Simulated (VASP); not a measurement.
# NaCl (I4/mmm) in VASP: notebook

Runs on NaCl. Level: PBE. Tasks: single point.

Program: VASP 6.6.1. These are calculated values, not measurements. Logs are shortened: lines on timing, memory, paths and dates and some standing lists are left out, and cuts for length are marked.

## Step 1: The cell of the first run

It takes space group I4/mmm (No. 139, tetragonal). The conventional cell has a = 4.325 Å, b = 4.325 Å, c = 5.210 Å, α = 90.00°, β = 90.00°, γ = 90.00°. Within 3.4 Å of Na (site symmetry 4/mmm) lie 6 Cl at 2.61 to 3.06 Å. Within 3.4 Å of Cl (site symmetry 4/mmm) lie 6 Na at 2.61 to 3.06 Å.

## Step 2: Single point, PBE (strain +0.080 along x and y, -0.080 along z)

INCAR reads:

```
  PREC = Accurate
  ENCUT = 520
  EDIFF = 1E-6
  ISMEAR = 0
  SIGMA = 0.05
  LREAL = False
  LASPH = True
  NELM = 80
  ALGO = Normal
  ISIF = 2
  LWAVE = False
  LCHARG = False
  GGA = PE
  NBANDS = 14
```

KPOINTS reads:

```
regular mesh
0
Gamma
  8 8 8
```

POSCAR reads:

```
NaCl
1.0
    0.0000000000      3.0582900000      2.6052100000
    3.0582900000      0.0000000000      2.6052100000
    3.0582900000      3.0582900000      0.0000000000
Na Cl
1 1
Direct
    0.0000000000      0.0000000000      0.0000000000
    0.5000000000      0.5000000000      0.5000000000
```

Potentials or basis: VASP PAW PBE potentials, release 64 (Na_pv, Cl).

On the command line:

```console
cat potpaw_PBE.64/Na_pv/POTCAR potpaw_PBE.64/Cl/POTCAR > POTCAR
mpirun -np 1 vasp_std > vasp.out
```

OUTCAR:

```text
PREC = Accurate
   ENCUT = 520
   EDIFF = 1E-6
   ISMEAR = 0
   LREAL = False
   LASPH = True
   NELM = 80
   ISIF = 2
   GGA = PE

 ion  position               nearest neighbor table
   1  0.000  0.000  0.000-   2 2.61   2 2.61
   2  0.500  0.500  0.500-   1 2.61   1 2.61

  LATTYP: Found a body centered tetragonal cell.
 ALAT       =     4.3250751957
 C/A-ratio  =     1.2047004420

  Lattice vectors:

 A1 = (   0.0000000000,  -3.0582900000,  -2.6052100000)
 A2 = (   0.0000000000,   3.0582900000,  -2.6052100000)
 A3 = (   3.0582900000,   0.0000000000,   2.6052100000)

Analysis of symmetry for initial positions (statically):
=====================================================================
 Subroutine PRICEL returns:
 Original cell was already a primitive cell.

 Routine SETGRP: Setting up the symmetry group for a
 body centered tetragonal supercell.

 Subroutine GETGRP returns: Found 16 space group operations
 (whereof 16 operations were pure point group operations)
 out of a pool of 16 trial point group operations.

The static configuration has the point symmetry D_4h.

Analysis of symmetry for dynamics (positions and initial velocities):
=====================================================================
 Subroutine PRICEL returns:
 Original cell was already a primitive cell.

 Routine SETGRP: Setting up the symmetry group for a
 body centered tetragonal supercell.

 Subroutine GETGRP returns: Found 16 space group operations
 (whereof 16 operations were pure point group operations)
 out of a pool of 16 trial point group operations.

The dynamic configuration has the point symmetry D_4h.

 Subroutine INISYM returns: Found 16 space group operations
 (whereof 16 operations are pure point group operations),
 and found     1 'primitive' translations

----------------------------------------------------------------------------------------

                                     Primitive cell

  volume of cell :      48.7338

  direct lattice vectors                    reciprocal lattice vectors
     0.000000000  3.058290000  2.605210000    -0.163490055  0.163490055  0.191923108
     3.058290000  0.000000000  2.605210000     0.163490055 -0.163490055  0.191923108
     3.058290000  3.058290000  0.000000000     0.163490055  0.163490055 -0.191923108

  length of vectors
     4.017493854  4.017493854  4.325075196     0.300487064  0.300487064  0.300487064

  position of ions in fractional coordinates (direct lattice)
     0.000000000  0.000000000  0.000000000
     0.500000000  0.500000000  0.500000000

  ion indices of the primitive-cell ions
   primitive index   ion index
                 1           1
                 2           2

----------------------------------------------------------------------------------------

 KPOINTS: regular mesh

Automatic generation of k-mesh.
 Grid dimensions read from file:
 generate k-points for:    8    8    8

 Generating k-lattice:

  Cartesian coordinates                     Fractional coordinates (reciprocal lattice)
    -0.020436257  0.020436257  0.023990388     0.125000000  0.000000000  0.000000000
     0.020436257 -0.020436257  0.023990388     0.000000000  0.125000000  0.000000000
     0.020436257  0.020436257 -0.023990388     0.000000000  0.000000000  0.125000000

  Length of vectors
     0.037560883  0.037560883  0.037560883

  Shift w.r.t. Gamma in fractional coordinates (k-lattice)
     0.000000000  0.000000000  0.000000000

 Subroutine IBZKPT returns following result:
 ===========================================

 Found     59 irreducible k-points:

 Following reciprocal coordinates:
            Coordinates               Weight
  0.000000  0.000000  0.000000      1.000000
  0.125000  0.000000  0.000000      8.000000
  0.250000  0.000000  0.000000      8.000000
  0.375000  0.000000  0.000000      8.000000
  0.500000  0.000000  0.000000      4.000000
  0.125000  0.125000  0.000000      2.000000
[... 16 lines left out ...]
  0.250000  0.000000  0.125000     16.000000
  0.375000  0.000000  0.125000     16.000000
 [... further k-points ...]
   k-points           NKPTS =     59   k-points in BZ     NKDIM =     59   number of bands    NBANDS=     14
   number of dos      NEDOS =    301   number of ions     NIONS =      2
   total plane-waves  NPLWV =  28800
   dimension x,y,z NGX =    30 NGY =   30 NGZ =   32
   dimension x,y,z NGXF=    60 NGYF=   60 NGZF=   64
   ions per type =               1   1
   NGX,Y,Z   is equivalent  to a cutoff of  12.41, 12.41, 12.30 a.u.
   NGXF,Y,Z  is equivalent  to a cutoff of  24.83, 24.83, 24.60 a.u.
 SYSTEM =  unknown system
   PREC   = accura    normal or accurate (medium, high low for compatibility)
   ISTART =      0    job   : 0-new  1-cont  2-samecut
   ICHARG =      2    charge: 1-file 2-atom 10-const
   ISPIN  =      1    spin polarized calculation?
   LNONCOLLINEAR =      F non collinear calculations
   LSORBIT =      F    spin-orbit coupling
   LASPH  =      T    aspherical Exc in radial PAW
   ENCUT  =  520.0 eV  38.22 Ry    6.18 a.u.   7.47  7.47  8.04*2*pi/ulx,y,z
   NELM   =     80;   NELMIN=  2; NELMDL= -5     # of ELM steps
   EDIFF  = 0.1E-05   stopping-criterion for ELM
   LREAL  =      F    real-space projection
   EDIFFG = 0.1E-04   stopping-criterion for IOM
   NSW    =      0    number of steps for IOM
   IBRION =     -1    ionic relax: 0-MD 1-quasi-New 2-CG
   NFREE  =      0    steps in history (QN), initial steepest desc. (CG)
   ISIF   =      2    stress and relaxation
   ISYM   =      2    0-nonsym 1-usesym 2-fastsym
   POTIM  = 0.5000    time-step for ionic-motion
   TEBEG  =    0.0;   TEEND  =   0.0 temperature during run
   PSTRESS=    0.0 pullay stress
   NELECT =      14.0000    total number of electrons
   NUPDOWN=      -1.0000    fix difference up-down
   EMIN   =  10.00;   EMAX   =-10.00  energy-range for DOS
   EFERMI =   0.00;   METHOD = LEGACY
   ISMEAR =     0;   SIGMA  =   0.05  broadening in eV -4-tet -1-fermi 0-gaus
   EFERMI_NEDOS =   21; number of points for ismear=-14 and -15
   IALGO  =     38    algorithm
   IMIX   =      4    mixing-type and parameters
     AMIX     =   0.40;   BMIX     =  1.00
     AMIX_MAG =   1.60;   BMIX_MAG =  1.00
  volume/ion in A,a.u.               =      24.37       164.44
  Fermi-wavevector in a.u.,A,eV,Ry     =   1.080208  2.041298 15.875956  1.166850
  Thomas-Fermi vector in A             =   2.216193
   LORBIT       =      0    0 simple, 1 ext, 2 COOP (PROOUT), +10 PAW based schemes
   GGA     = PE    functional components
   LHFCALC =     F    Hartree Fock is set to
   AEXX    =    0.0000 exact exchange contribution
   IVDW    =     0    specifies the selected vdW correction
   LEPSILON=     F    determine dielectric tensor
   LRPA    =     F    only Hartree local field effects (RPA)
 non-spin polarized calculation
 Gauss-broadening in eV      SIGMA  =   0.05
  energy-cutoff  :      520.00
  volume of cell :       48.73
 maximum number of plane-waves:      1339
 NGX is ok and might be reduce to    30
   NGX = 15   NGY = 15   NGZ = 17

 number of electron      13.9999988 magnetization

 Free energy of the ion-electron system (eV)
  ---------------------------------------------------
  ext. energy  EPLUGINS =         0.00000000
  ---------------------------------------------------
  free energy    TOTEN  =        -6.68013232 eV

  energy without entropy =       -6.68013232  energy(sigma->0) =       -6.68013232

 E-fermi :  -0.9320     XC(G=0):  -7.7838

 val. band max:       -1.1518658325   @ k =   0.0000   0.0000   0.0000
 cond. band min:       3.6367357189   @ k =   0.0000   0.0000   0.0000
 fundamental gap:      4.7886015513
 Fermi energy:        -0.9319557867

 k-point     1 :       0.0000    0.0000    0.0000
  band No.  band energies     occupation
      1     -22.1250      2.00000
      2     -22.1250      2.00000
      3     -22.1035      2.00000
      4     -13.7121      2.00000
      5      -1.3357      2.00000
      6      -1.1519      2.00000
      7      -1.1519      2.00000
      8       3.6367      0.00000
      9       9.5963      0.00000
     10       9.5963      0.00000
     11      10.7005      0.00000
     12      10.9555      0.00000
     13      12.6685      0.00000
     14      13.5562      0.00000

 k-point     2 :       0.1250    0.0000    0.0000
  band No.  band energies     occupation
      1     -22.1265      2.00000
      2     -22.1256      2.00000
      3     -22.1055      2.00000
      4     -13.6725      2.00000
      5      -1.5755      2.00000
      6      -1.2520      2.00000
      7      -1.2067      2.00000
      8       4.0942      0.00000
      9       9.2855      0.00000
     10       9.6755      0.00000
     11      10.5559      0.00000
     12      10.8680      0.00000
     13      12.2215      0.00000
     14      14.2619      0.00000

 k-point     3 :       0.2500    0.0000    0.0000
  band No.  band energies     occupation
      1     -22.1314      2.00000
      2     -22.1269      2.00000
      3     -22.1090      2.00000
      4     -13.5747      2.00000
      5      -2.1930      2.00000
      6      -1.3338      2.00000
      7      -1.3182      2.00000
      8       5.0469      0.00000
      9       8.6307      0.00000
     10       9.4034      0.00000
     11      10.7945      0.00000
     12      11.5735      0.00000
     13      12.0020      0.00000
     14      14.1976      0.00000
[... 324 lines left out ...]
 k-point    23 :       0.2500    0.0000    0.1250
  band No.  band energies     occupation
      1     -22.1306      2.00000
      2     -22.1262      2.00000
      3     -22.1069      2.00000
      4     -13.6027      2.00000
      5      -1.9693      2.00000
      6      -1.4475      2.00000
      7      -1.2876      2.00000
      8       4.9784      0.00000
      9       8.5530      0.00000
     10       9.4240      0.00000
     11      10.7075      0.00000
     12      10.9932      0.00000
     13      12.4771      0.00000
     14      14.9847      0.00000

 k-point    24 :       0.3750    0.0000    0.1250
  band No.  band energies     occupation
      1     -22.1352      2.00000
      2     -22.1279      2.00000
      3     -22.1101      2.00000
      4     -13.5037      2.00000
      5      -2.4888      2.00000
      6      -1.5328      2.00000
      7      -1.4086      2.00000
      8       5.8612      0.00000
      9       8.3323      0.00000
     10       8.8817      0.00000
     11      10.6860      0.00000
     12      12.1336      0.00000
     13      13.2861      0.00000
     14      14.7119      0.00000

 [... further k-points ...]

------------------------ aborting loop because EDIFF is reached ----------------------------------------

  FORCE on cell =-STRESS in cart. coord.  units (eV):
  Direction    XX          YY          ZZ          XY          YZ          ZX
  --------------------------------------------------------------------------------------
  -------------------------------------------------------------------------------------
  Total       -0.5488932     -0.5488932      1.4036988      0.0000000      0.0000000      0.0000000
  in kB      -18.0454763    -18.0454763     46.1481656      0.0000000      0.0000000      0.0000000
  external PRESSURE =       3.3524043 kB  Pullay stress =       0.0000000 kB

 VOLUME and BASIS-vectors are now :
 -----------------------------------------------------------------------------
  energy-cutoff  :      520.00
  volume of cell :       48.73
      direct lattice vectors                 reciprocal lattice vectors
     0.000000000  3.058290000  2.605210000    -0.163490055  0.163490055  0.191923108
     3.058290000  0.000000000  2.605210000     0.163490055 -0.163490055  0.191923108
     3.058290000  3.058290000  0.000000000     0.163490055  0.163490055 -0.191923108

 POSITION                                       TOTAL-FORCE (eV/Angst)
 -----------------------------------------------------------------------------------
      0.00000      0.00000      0.00000        -0.000000      0.000000     -0.000000
      3.05829      3.05829      2.60521         0.000000     -0.000000      0.000000
 -----------------------------------------------------------------------------------
    total drift:                                0.000000      0.000000      0.000000

  FREE ENERGIE OF THE ION-ELECTRON SYSTEM (eV)
  ---------------------------------------------------
  free  energy   TOTEN  =        -6.6801323225 eV

  energy  without entropy=       -6.6801323225  energy(sigma->0) =       -6.68013232
```

Run time: 44 s. Hardware: 1 thread of Intel Xeon Platinum 8375C at 2.90GHz (Ice Lake), shared host; peak memory 0.18 GiB.

Results:

| Quantity | Value |
| --- | --- |
| Free energy | -6.6801 eV |
| Pressure | 0.3 GPa |
| Band gap on the k mesh | 4.79 eV |

Levels at points of the mesh, in eV from the valence-band top:
```tsv
k point	band 3	band 4	band 5	band 6	band 7	band 8	band 9	band 10	band 11	band 12
(0.00, 0.00, 0.00)	-20.95	-12.56	-0.18	0.00	0.00	4.79	10.75	10.75	11.85	12.11
(0.50, 0.00, 0.00)	-20.96	-12.28	-1.76	-0.35	-0.24	7.06	9.91	10.04	11.78	14.42
(0.50, 0.50, 0.00)	-20.97	-12.20	-1.42	-0.75	-0.75	7.47	7.72	11.73	13.36	13.36
(0.50, 0.00, 0.50)	-20.96	-12.29	-1.52	-0.69	-0.26	7.35	8.41	10.22	13.56	14.26
```

Caveat: the cell differs from its parent crystal (strain +0.080 along x and y, -0.080 along z).

## Step 3: Single point, PBE (strain +0.000 along x and y, +0.080 along z)

INCAR reads:

```
ALGO     = Normal         # electronic algorithm
EDIFF    = 1E-6           # SCF threshold, eV
ENCUT    = 520            # plane-wave cutoff, eV
GGA      = PE             # functional
ISIF     = 2              # what is computed and relaxed
ISMEAR   = 0              # smearing method
LASPH    = True           # aspherical terms in the spheres
LCHARG   = False          # write CHGCAR
LREAL    = False          # projectors in reciprocal space
LWAVE    = False          # write WAVECAR
NBANDS   = 14             # bands
NELM     = 100            # most SCF steps
PREC     = Accurate       # precision mode
SIGMA    = 0.05           # smearing width, eV
```

KPOINTS reads:

```
k-points
0
Gamma
  8 8 8
```

POSCAR reads:

```
NaCl
1.0
    0.0000000000      2.8317500000      3.0582900000
    2.8317500000      0.0000000000      3.0582900000
    2.8317500000      2.8317500000      0.0000000000
Na Cl
1 1
Direct
    0.0000000000      0.0000000000      0.0000000000
    0.5000000000      0.5000000000      0.5000000000
```

Potentials or basis: VASP PAW PBE potentials, release 64 (Na_pv, Cl).

On the command line:

```console
cat potpaw_PBE.64/Na_pv/POTCAR potpaw_PBE.64/Cl/POTCAR > POTCAR
mpirun -np 1 vasp_std > vasp.out
```

Wall time 36 s (1 thread of Intel Xeon Platinum 8375C at 2.90GHz (Ice Lake), shared host); peak memory 0.18 GiB.

The run converged. Its results:

```
Free energy            : -6.7534 eV
Pressure               : -1.0 GPa
Band gap on the k mesh : 4.76 eV
```

Stress tensor (GPa, compression positive):
```
-0.45  0.00  0.00
 0.00 -0.45  0.00
 0.00  0.00 -2.06
```

Levels at points of the mesh, in eV from the valence-band top:
```
           k point  band 3  band 4  band 5  band 6  band 7  band 8  band 9  band 10  band 11  band 12
(0.00, 0.00, 0.00)  -21.01  -12.51   -0.05   -0.05    0.00    4.76   10.65    11.20    11.20    12.57
(0.50, 0.00, 0.00)  -21.01  -12.25   -1.71   -0.29   -0.21    7.07    9.88    10.42    11.09    14.39
(0.50, 0.50, 0.00)  -21.02  -12.25   -1.47   -0.46   -0.46    7.27    8.29    10.20    14.34    14.34
(0.50, 0.00, 0.50)  -21.02  -12.19   -1.46   -0.70   -0.47    7.27    8.04    10.92    13.35    14.29
```

Caveat: the cell differs from its parent crystal (strain +0.000 along x and y, +0.080 along z). A k mesh can miss the band edges.

## Step 4: Single point, PBE (strain +0.040 along x and y, +0.000 along z)

INCAR reads:

```
PREC = Accurate ; ENCUT = 520
EDIFF = 1E-7 ; ISMEAR = 0
SIGMA = 0.05 ; LREAL = False
LASPH = True ; NELM = 60
ALGO = Normal ; ISIF = 2
LWAVE = False ; LCHARG = False
GGA = PE ; NBANDS = 14
```

KPOINTS reads:

```
regular mesh
0
Gamma
  8 8 8
```

POSCAR reads:

```
NaCl
1.0
    0.0000000000      2.9450200000      2.8317500000
    2.9450200000      0.0000000000      2.8317500000
    2.9450200000      2.9450200000      0.0000000000
Na Cl
1 1
Direct
    0.0000000000      0.0000000000      0.0000000000
    0.5000000000      0.5000000000      0.5000000000
```

On the command line:

```console
cat potpaw_PBE.64/Na_pv/POTCAR potpaw_PBE.64/Cl/POTCAR > POTCAR
mpirun -np 1 vasp_std > vasp.out
```

Run time: 38 s. Hardware: 1 thread of Intel Xeon Platinum 8375C at 2.90GHz (Ice Lake), shared host; peak memory 0.18 GiB.

Results (log left out):

```
Free energy            : -6.7620 eV
Pressure               : -1.2 GPa
Band gap on the k mesh : 4.77 eV
```

Stress tensor (GPa, compression positive):
```
-1.56  0.00  0.00
 0.00 -1.56  0.00
 0.00  0.00 -0.53
```

Levels at points of the mesh, in eV from the valence-band top:
```tsv
k point	band 3	band 4	band 5	band 6	band 7	band 8	band 9	band 10	band 11	band 12
(0.00, 0.00, 0.00)	-21.01	-12.49	-0.04	0.00	0.00	4.77	10.92	10.92	11.19	12.82
(0.50, 0.00, 0.00)	-21.02	-12.23	-1.68	-0.25	-0.21	7.09	9.89	10.55	10.93	14.38
(0.50, 0.50, 0.00)	-21.03	-12.17	-1.44	-0.57	-0.57	7.27	8.03	10.93	13.79	13.79
(0.50, 0.00, 0.50)	-21.02	-12.20	-1.45	-0.56	-0.45	7.25	8.18	10.56	13.83	14.31
```

Caveat: the cell differs from its parent crystal (strain +0.040 along x and y, +0.000 along z). A k mesh can miss the band edges.

(Part 1 of 2 ends here.)
